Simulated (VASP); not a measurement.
NaCl, 2 atoms in the cell. The structure is tetragonal, space group P4/mmm (No. 123). The conventional cell has a = 3.502 Å, b = 3.502 Å, c = 3.415 Å, α = 90.00°, β = 90.00°, γ = 90.00°. Na (site symmetry 4/mmm) has 8 Cl at 3.01 Å and 6 Na at 3.41 to 3.50 Å within 4.0 Å. Within 4.0 Å of Cl (site symmetry 4/mmm) lie 8 Na at 3.01 Å and 6 Cl at 3.41 to 3.50 Å.  This cell differs from its parent crystal: strain +0.000 along x and y, -0.025 along z.

- Program: VASP 6.6.1
- Task: single point
- Functional: PBE
- Potentials or basis: VASP PAW PBE potentials, release 64 (Na_pv, Cl)
- Cutoff: 520 eV
- k mesh: 6 × 6 × 6
- Occupations: gaussian, width 0.05 eV
- Spin: no spin polarisation
- Dipole correction: no
- Further INCAR settings: ALGO = Normal; EDIFF = 1e-06; NBANDS = 14

Potentials or basis: VASP PAW PBE potentials, release 64 (Na_pv, Cl).

Command:

```sh
$ cat potpaw_PBE.64/Na_pv/POTCAR potpaw_PBE.64/Cl/POTCAR > POTCAR
$ mpirun -np 1 vasp_std > vasp.out
```

Hardware: 1 thread of Intel Xeon 8259CL, on a shared host.

How long does it take, and how much memory?

It took 31 s on 1 thread of Intel Xeon 8259CL (shared host), peak memory 0.16 GiB. Counts: scf iterations 12, k points 40.
